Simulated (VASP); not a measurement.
KCl: vibrations by perturbation theory with PBEsol

The system is KCl.

```
K Cl
1.0
     0.00000    3.12128    3.12128
     3.12128    0.00000    3.12128
     3.12128    3.12128    0.00000
K Cl
1 1
Cartesian
  0.0000 0.0000 0.0000
  3.1213 3.1213 3.1213
```

```yaml
Program: VASP 6.6.1
Task: vibrations by perturbation theory
Functional: PBEsol
Potentials_or_basis: VASP PAW PBE potentials, release 64 (K_sv, Cl)
Cutoff: 520 eV
k_mesh: 6 × 6 × 6
Occupations: gaussian, width 0.01 eV
Spin: no spin polarisation
Dipole_correction: no
Further_INCAR_settings: ALGO = Normal; EDIFF = 1e-08; NBANDS = 15; IBRION = 8; NSW = 1
```

| Item | Value |
| --- | --- |
| Highest phonon frequency at Γ, LO-TO splitting left out | 140 cm⁻¹ |

Phonon frequencies in cm⁻¹ (negative: imaginary):
| q point | frequencies |
| --- | --- |
| (0.000, 0.000, 0.000) | 0 0 0 140 140 140 |

It took 2.7 min on 1 thread of Intel(R) Xeon(R) Platinum 8259CL CPU @ 2.50GHz (Skylake/Cascade Lake) (shared host), peak memory 0.27 GiB.
